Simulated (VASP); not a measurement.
# AlN (I4/mmm) in VASP: notebook

AlN is run at these levels: PBE, r2SCAN; tasks: single point.

Program: VASP 6.6.1. These are calculated values, not measurements. Logs are shortened: lines on timing, memory, paths and dates and some standing lists are left out, and cuts for length are marked.

**1. The cell of the first run**

Symmetry: I4/mmm, No. 139, tetragonal system. The conventional cell has a = 2.998 Å, b = 2.998 Å, c = 3.903 Å, α = 90.00°, β = 90.00°, γ = 90.00°. Within 2.6 Å of Al (site symmetry 4/mmm) lie 6 N at 1.95 to 2.12 Å. Within 2.6 Å of N (site symmetry 4/mmm) lie 6 Al at 1.95 to 2.12 Å.

**2. Single point, PBE (epitaxial xy strain +5.0%)**

INCAR

```
SYSTEM = AlN
PREC = Accurate
ENCUT = 520
EDIFF = 1E-6
ISMEAR = 0
SIGMA = 0.01
LREAL = .FALSE.
LASPH = .TRUE.
NELM = 80
ALGO = Normal
ISIF = 2
LWAVE = .FALSE.
LCHARG = .FALSE.
GGA = PE
NBANDS = 11
```

KPOINTS

```
regular mesh
0
G
  6 6 6
  0 0 0
```

POSCAR

```
AlN
1.0
    0.0000000000      2.1198118932      1.9512694290
    2.1198118932      0.0000000000      1.9512694290
    2.1198118932      2.1198118932      0.0000000000
Al N
1 1
Direct
    0.0000000000      0.0000000000      0.0000000000
    0.5000000000      0.5000000000      0.5000000000
```

Potentials or basis: VASP PAW PBE potentials, release 64 (Al, N).

Command:

```
cat potpaw_PBE.64/Al/POTCAR potpaw_PBE.64/N/POTCAR > POTCAR
mpirun -np 1 vasp_std > vasp.out
```

OUTCAR:

```text
SYSTEM = AlN
   PREC = Accurate
   ENCUT = 520
   EDIFF = 1E-6
   ISMEAR = 0
   LREAL = .FALSE.
   LASPH = .TRUE.
   NELM = 80
   ISIF = 2
   GGA = PE

 ion  position               nearest neighbor table
   1  0.000  0.000  0.000-   2 1.95   2 1.95   2 2.12   2 2.12   2 2.12   2 2.12
   2  0.500  0.500  0.500-   1 1.95   1 1.95   1 2.12   1 2.12   1 2.12   1 2.12

  LATTYP: Found a body centered tetragonal cell.
 ALAT       =     2.9978667290
 C/A-ratio  =     1.3017719634

  Lattice vectors:

 A1 = (   0.0000000000,  -2.1198118932,  -1.9512694290)
 A2 = (   0.0000000000,   2.1198118932,  -1.9512694290)
 A3 = (   2.1198118932,   0.0000000000,   1.9512694290)

Analysis of symmetry for initial positions (statically):
=====================================================================
 Subroutine PRICEL returns:
 Original cell was already a primitive cell.

 Routine SETGRP: Setting up the symmetry group for a
 body centered tetragonal supercell.

 Subroutine GETGRP returns: Found 16 space group operations
 (whereof 16 operations were pure point group operations)
 out of a pool of 16 trial point group operations.

The static configuration has the point symmetry D_4h.

Analysis of symmetry for dynamics (positions and initial velocities):
=====================================================================
 Subroutine PRICEL returns:
 Original cell was already a primitive cell.

 Routine SETGRP: Setting up the symmetry group for a
 body centered tetragonal supercell.

 Subroutine GETGRP returns: Found 16 space group operations
 (whereof 16 operations were pure point group operations)
 out of a pool of 16 trial point group operations.

The dynamic configuration has the point symmetry D_4h.

 Subroutine INISYM returns: Found 16 space group operations
 (whereof 16 operations are pure point group operations),
 and found     1 'primitive' translations

----------------------------------------------------------------------------------------

                                     Primitive cell

  volume of cell :      17.5365

  direct lattice vectors                    reciprocal lattice vectors
     0.000000000  2.119811893  1.951269429    -0.235869985  0.235869985  0.256243445
     2.119811893  0.000000000  1.951269429     0.235869985 -0.235869985  0.256243445
     2.119811893  2.119811893  0.000000000     0.235869985  0.235869985 -0.256243445

  length of vectors
     2.881155124  2.881155124  2.997866729     0.420630483  0.420630483  0.420630483

  position of ions in fractional coordinates (direct lattice)
     0.000000000  0.000000000  0.000000000
     0.500000000  0.500000000  0.500000000

  ion indices of the primitive-cell ions
   primitive index   ion index
                 1           1
                 2           2

----------------------------------------------------------------------------------------

 KPOINTS: regular mesh

Automatic generation of k-mesh.
 Grid dimensions read from file:
 generate k-points for:    6    6    6

 Generating k-lattice:

  Cartesian coordinates                     Fractional coordinates (reciprocal lattice)
    -0.039311664  0.039311664  0.042707241     0.166666667  0.000000000  0.000000000
     0.039311664 -0.039311664  0.042707241     0.000000000  0.166666667  0.000000000
     0.039311664  0.039311664 -0.042707241     0.000000000  0.000000000  0.166666667

  Length of vectors
     0.070105080  0.070105080  0.070105080

  Shift w.r.t. Gamma in fractional coordinates (k-lattice)
     0.000000000  0.000000000  0.000000000

 Subroutine IBZKPT returns following result:
 ===========================================

 Found     30 irreducible k-points:

 Following reciprocal coordinates:
            Coordinates               Weight
  0.000000  0.000000  0.000000      1.000000
  0.166667  0.000000  0.000000      8.000000
  0.333333 -0.000000  0.000000      8.000000
  0.500000  0.000000  0.000000      4.000000
  0.166667  0.166667  0.000000      2.000000
  0.333333  0.166667  0.000000      8.000000
[... 16 lines left out ...]
  0.333333  0.000000  0.333333      4.000000
  0.500000  0.000000  0.333333     16.000000
 [... further k-points ...]
   k-points           NKPTS =     30   k-points in BZ     NKDIM =     30   number of bands    NBANDS=     11
   number of dos      NEDOS =    301   number of ions     NIONS =      2
   total plane-waves  NPLWV =  13824
   dimension x,y,z NGX =    24 NGY =   24 NGZ =   24
   dimension x,y,z NGXF=    48 NGYF=   48 NGZF=   48
   ions per type =               1   1
   NGX,Y,Z   is equivalent  to a cutoff of  13.85, 13.85, 13.31 a.u.
   NGXF,Y,Z  is equivalent  to a cutoff of  27.70, 27.70, 26.62 a.u.
 SYSTEM =  AlN
   PREC   = accura    normal or accurate (medium, high low for compatibility)
   ISTART =      0    job   : 0-new  1-cont  2-samecut
   ICHARG =      2    charge: 1-file 2-atom 10-const
   ISPIN  =      1    spin polarized calculation?
   LNONCOLLINEAR =      F non collinear calculations
   LSORBIT =      F    spin-orbit coupling
   LASPH  =      T    aspherical Exc in radial PAW
   ENCUT  =  520.0 eV  38.22 Ry    6.18 a.u.   5.36  5.36  5.57*2*pi/ulx,y,z
   NELM   =     80;   NELMIN=  2; NELMDL= -5     # of ELM steps
   EDIFF  = 0.1E-05   stopping-criterion for ELM
   LREAL  =      F    real-space projection
   EDIFFG = 0.1E-04   stopping-criterion for IOM
   NSW    =      0    number of steps for IOM
   IBRION =     -1    ionic relax: 0-MD 1-quasi-New 2-CG
   NFREE  =      0    steps in history (QN), initial steepest desc. (CG)
   ISIF   =      2    stress and relaxation
   ISYM   =      2    0-nonsym 1-usesym 2-fastsym
   POTIM  = 0.5000    time-step for ionic-motion
   TEBEG  =    0.0;   TEEND  =   0.0 temperature during run
   PSTRESS=    0.0 pullay stress
   NELECT =       8.0000    total number of electrons
   NUPDOWN=      -1.0000    fix difference up-down
   EMIN   =  10.00;   EMAX   =-10.00  energy-range for DOS
   EFERMI =   0.00;   METHOD = LEGACY
   ISMEAR =     0;   SIGMA  =   0.01  broadening in eV -4-tet -1-fermi 0-gaus
   EFERMI_NEDOS =   21; number of points for ismear=-14 and -15
   IALGO  =     38    algorithm
   IMIX   =      4    mixing-type and parameters
     AMIX     =   0.40;   BMIX     =  1.00
     AMIX_MAG =   1.60;   BMIX_MAG =  1.00
  volume/ion in A,a.u.               =       8.77        59.17
  Fermi-wavevector in a.u.,A,eV,Ry     =   1.260252  2.381532 21.609264  1.588236
  Thomas-Fermi vector in A             =   2.393771
   LORBIT       =      0    0 simple, 1 ext, 2 COOP (PROOUT), +10 PAW based schemes
   GGA     = PE    functional components
   LHFCALC =     F    Hartree Fock is set to
   AEXX    =    0.0000 exact exchange contribution
   IVDW    =     0    specifies the selected vdW correction
   LEPSILON=     F    determine dielectric tensor
   LRPA    =     F    only Hartree local field effects (RPA)
 non-spin polarized calculation
 Gauss-broadening in eV      SIGMA  =   0.01
  energy-cutoff  :      520.00
  volume of cell :       17.54
 maximum number of plane-waves:       484
 NGX is ok and might be reduce to    24
   NGX = 11   NGY = 11   NGZ = 11

 number of electron       8.0000001 magnetization

 Free energy of the ion-electron system (eV)
  ---------------------------------------------------
  ext. energy  EPLUGINS =         0.00000000
  ---------------------------------------------------
  free energy    TOTEN  =       -14.46567611 eV

  energy without entropy =      -14.46567611  energy(sigma->0) =      -14.46567611

 E-fermi :   9.5181     XC(G=0): -11.9985

 val. band max:        9.4077236355   @ k =   0.0000   0.0000   0.0000
 cond. band min:      12.9297971062   @ k =   0.5000   0.5000   0.0000
 fundamental gap:      3.5220734708
 Fermi energy:         9.5181387764

 k-point     1 :       0.0000    0.0000    0.0000
  band No.  band energies     occupation
      1      -7.8353      2.00000
      2       8.7468      2.00000
      3       9.4077      2.00000
      4       9.4077      2.00000
      5      13.9700      0.00000
      6      20.9119      0.00000
      7      20.9119      0.00000
      8      21.9561      0.00000
      9      25.2754      0.00000
     10      25.9713      0.00000
     11      25.9713      0.00000

 k-point     2 :       0.1667    0.0000    0.0000
  band No.  band energies     occupation
      1      -7.3044      2.00000
      2       6.7902      2.00000
      3       8.8305      2.00000
      4       9.0177      2.00000
      5      15.2556      0.00000
      6      19.6664      0.00000
      7      20.9790      0.00000
      8      22.1826      0.00000
      9      23.7125      0.00000
     10      24.5621      0.00000
     11      26.8623      0.00000

 k-point     3 :       0.3333   -0.0000    0.0000
  band No.  band energies     occupation
      1      -5.9011      2.00000
      2       3.2040      2.00000
      3       8.3602      2.00000
      4       8.4708      2.00000
      5      15.1873      0.00000
      6      19.5219      0.00000
      7      20.5046      0.00000
      8      21.6005      0.00000
      9      24.9846      0.00000
     10      26.6221      0.00000
     11      26.8334      0.00000

 k-point     4 :       0.5000    0.0000    0.0000
  band No.  band energies     occupation
      1      -4.8087      2.00000
      2       1.2698      2.00000
      3       8.0751      2.00000
      4       8.3170      2.00000
      5      14.8054      0.00000
      6      18.8947      0.00000
      7      20.9919      0.00000
      8      21.5257      0.00000
      9      24.7465      0.00000
     10      29.3380      0.00000
     11      29.3454      0.00000
[... 239 lines left out ...]
 k-point    22 :      -0.3333    0.5000    0.1667
  band No.  band energies     occupation
      1      -3.6076      2.00000
      2       3.1195      2.00000
      3       4.6630      2.00000
      4       5.7139      2.00000
      5      15.0756      0.00000
      6      16.7866      0.00000
      7      21.7222      0.00000
      8      21.8848      0.00000
      9      25.7387      0.00000
     10      30.1885      0.00000
     11      33.4903      0.00000

 k-point    23 :       0.3333    0.0000    0.3333
  band No.  band energies     occupation
      1      -5.4522      2.00000
      2       3.9187      2.00000
      3       6.7389      2.00000
      4       7.7220      2.00000
      5      14.9656      0.00000
      6      15.8081      0.00000
      7      20.4724      0.00000
      8      23.7684      0.00000
      9      25.7970      0.00000
     10      29.8379      0.00000
     11      32.7193      0.00000

 k-point    24 :       0.5000    0.0000    0.3333
  band No.  band energies     occupation
      1      -4.3963      2.00000
      2       2.7960      2.00000
      3       5.3576      2.00000
      4       7.1666      2.00000
      5      14.7165      0.00000
      6      16.9641      0.00000
      7      21.0210      0.00000
      8      23.5734      0.00000
      9      25.9250      0.00000
     10      31.6142      0.00000
     11      32.4940      0.00000

 [... further k-points ...]
[... 5 lines left out ...]
  --------------------------------------------------------------------------------------
  -------------------------------------------------------------------------------------
  Total       -1.4025786     -1.4025786      0.7073015      0.0000000     -0.0000000      0.0000000
  in kB     -128.1432961   -128.1432961     64.6209409      0.0000000     -0.0000000      0.0000000
  external PRESSURE =     -63.8885505 kB  Pullay stress =       0.0000000 kB

 VOLUME and BASIS-vectors are now :
 -----------------------------------------------------------------------------
  energy-cutoff  :      520.00
  volume of cell :       17.54
      direct lattice vectors                 reciprocal lattice vectors
     0.000000000  2.119811893  1.951269429    -0.235869985  0.235869985  0.256243445
     2.119811893  0.000000000  1.951269429     0.235869985 -0.235869985  0.256243445
     2.119811893  2.119811893  0.000000000     0.235869985  0.235869985 -0.256243445

 POSITION                                       TOTAL-FORCE (eV/Angst)
 -----------------------------------------------------------------------------------
      0.00000      0.00000      0.00000        -0.000000     -0.000000     -0.000000
      2.11981      2.11981      1.95127         0.000000      0.000000      0.000000
 -----------------------------------------------------------------------------------
    total drift:                               -0.000000     -0.000000      0.000000

  FREE ENERGIE OF THE ION-ELECTRON SYSTEM (eV)
  ---------------------------------------------------
  free  energy   TOTEN  =       -14.4656761123 eV

  energy  without entropy=      -14.4656761123  energy(sigma->0) =      -14.46567611
```

Wall time 7.1 s (1 thread of AMD EPYC 7R43 (Zen 3), shared host); peak memory 0.1 GiB.

Results:

```yaml
Free_energy: -14.4657 eV
Pressure: -6.4 GPa
Band_gap_on_the_k_mesh: 3.52 eV, indirect (least direct gap 4.56 eV)
```

Stress tensor (GPa, compression positive):
```
-12.81   0.00   0.00
  0.00 -12.81   0.00
  0.00   0.00   6.46
```

Caveat: the k points lie up to 0.44 Å⁻¹ apart; the cell differs from its parent crystal (epitaxial xy strain +5.0%).

**3. Single point, PBE (epitaxial xy strain +5.0%)**

INCAR

```
ALGO = Normal
EDIFF = 1E-6
ENCUT = 520
GGA = PE
ISIF = 2
ISMEAR = -1
LASPH = True
LCHARG = False
LREAL = False
LWAVE = False
NBANDS = 11
NELM = 80
PREC = Accurate
SIGMA = 0.02
```

KPOINTS

```
k-points
0
Gamma
  10 10 10
```

POSCAR is that of step 2.

Potentials or basis: VASP PAW PBE potentials, release 64 (Al, N).

Command:

```
cat potpaw_PBE.64/Al/POTCAR potpaw_PBE.64/N/POTCAR > POTCAR
mpirun -np 1 vasp_std > vasp.out
```

Run time: 17 s. Hardware: 1 thread of AMD EPYC 7R43 (Zen 3), shared host; peak memory 0.11 GiB.

It converged, with:

```
Free energy            : -14.4708 eV
Pressure               : -6.4 GPa
Band gap on the k mesh : 3.53 eV, indirect (least direct gap 4.56 eV)
```

Stress tensor (GPa, compression positive):
```
-12.81   0.00   0.00
  0.00 -12.81   0.00
  0.00   0.00   6.53
```

Levels at points of the mesh, in eV from the valence-band top:
| k point | band 2 | band 3 | band 4 | band 5 | band 6 | band 7 |
| --- | --- | --- | --- | --- | --- | --- |
| (0.00, 0.00, 0.00) | -0.66 | 0.00 | 0.00 | 4.56 | 11.51 | 11.51 |
| (0.50, 0.00, 0.00) | -8.13 | -1.33 | -1.09 | 5.40 | 9.49 | 11.59 |
| (0.50, 0.50, 0.00) | -6.95 | -3.23 | -3.23 | 3.53 | 4.70 | 13.83 |
| (0.50, 0.00, 0.50) | -7.30 | -3.16 | -2.12 | 4.16 | 5.53 | 12.76 |

Caveat: the cell differs from its parent crystal (epitaxial xy strain +5.0%). A k mesh can miss the band edges.

**4. Single point, r2SCAN (epitaxial xy strain +5.0%)**

POSCAR is that of step 3.

INCAR.step1

```
SYSTEM = AlN
PREC     = Accurate       ! precision mode
ENCUT    = 520            ! plane-wave cutoff, eV
ISMEAR   = 0              ! smearing method
SIGMA    = 0.01           ! smearing width, eV
LREAL    = .FALSE.        ! projectors in reciprocal space
LASPH    = .TRUE.         ! aspherical terms in the spheres
NELM     = 60             ! most SCF steps
NBANDS   = 11             ! bands
GGA      = PE             ! functional
ALGO     = Normal         ! electronic algorithm
EDIFF    = 1E-4           ! SCF threshold, eV
LWAVE    = .TRUE.         ! write WAVECAR
LCHARG   = .FALSE.        ! write CHGCAR
```

INCAR.step2

```
SYSTEM = AlN
PREC     = Accurate       ! precision mode
ENCUT    = 520            ! plane-wave cutoff, eV
EDIFF    = 1E-7           ! SCF threshold, eV
ISMEAR   = 0              ! smearing method
SIGMA    = 0.01           ! smearing width, eV
LREAL    = .FALSE.        ! projectors in reciprocal space
LASPH    = .TRUE.         ! aspherical terms in the spheres
NELM     = 60             ! most SCF steps
ALGO     = Normal         ! electronic algorithm
ISIF     = 2              ! what is computed and relaxed
LWAVE    = .FALSE.        ! write WAVECAR
LCHARG   = .FALSE.        ! write CHGCAR
METAGGA  = R2SCAN         ! meta-GGA
LMIXTAU  = .TRUE.       
NBANDS   = 11             ! bands
ISTART   = 1
```

KPOINTS

```
regular mesh
0
G
  10 10 10
  0 0 0
```

Command:

```
cat potpaw_PBE.64/Al/POTCAR potpaw_PBE.64/N/POTCAR > POTCAR
cp INCAR.step1 INCAR
mpirun -np 1 vasp_std > vasp.out
cp INCAR.step2 INCAR
mpirun -np 1 vasp_std > vasp.out
```

It took 37 s on 1 thread of Intel Xeon Platinum 8488C (Sapphire Rapids), shared host; peak memory 0.15 GiB.

It converged, with:

* Free energy: -18.7848 eV
* Pressure: -13.1 GPa
* Band gap on the k mesh: 4.37 eV, indirect (least direct gap 5.35 eV)

Stress tensor (GPa, compression positive):
```
-19.41   0.00   0.00
  0.00 -19.41   0.00
  0.00   0.00  -0.49
```

Levels at points of the mesh, in eV from the valence-band top:
| k point | band 2 | band 3 | band 4 | band 5 | band 6 | band 7 |
| --- | --- | --- | --- | --- | --- | --- |
| (0.00, 0.00, 0.00) | -0.68 | 0.00 | 0.00 | 5.35 | 12.22 | 12.22 |
| (0.50, 0.00, 0.00) | -8.27 | -1.42 | -1.16 | 6.15 | 10.33 | 12.52 |
| (0.50, 0.50, 0.00) | -7.12 | -3.35 | -3.35 | 4.37 | 5.37 | 15.11 |
| (0.50, 0.00, 0.50) | -7.46 | -3.27 | -2.20 | 5.00 | 6.20 | 14.03 |

Caveat: the cell differs from its parent crystal (epitaxial xy strain +5.0%); the PAW data sets were made with another functional, which shifts forces and pressure a little. A k mesh can miss the band edges.

**5. The runs side by side**

```tsv
level	k mesh	smearing	gap on the mesh (eV)	pressure (GPa)
PBE	6 × 6 × 6	gaussian 0.01 eV	3.52	-6.4
PBE	10 × 10 × 10	fermi-dirac 0.02 eV	3.53	-6.4
r2SCAN	10 × 10 × 10	gaussian 0.01 eV	4.37	-13.1
```

Alike in all rows: task single point; potentials or basis VASP PAW PBE potentials, release 64 (Al, N); no spin polarisation; cell as given; cutoff (eV) 520.

Caveats: some runs use coarse meshes; the PAW data sets were made with another functional, which shifts forces and pressure a little (some runs).

Absolute energies hang on the potentials; compare differences alone.
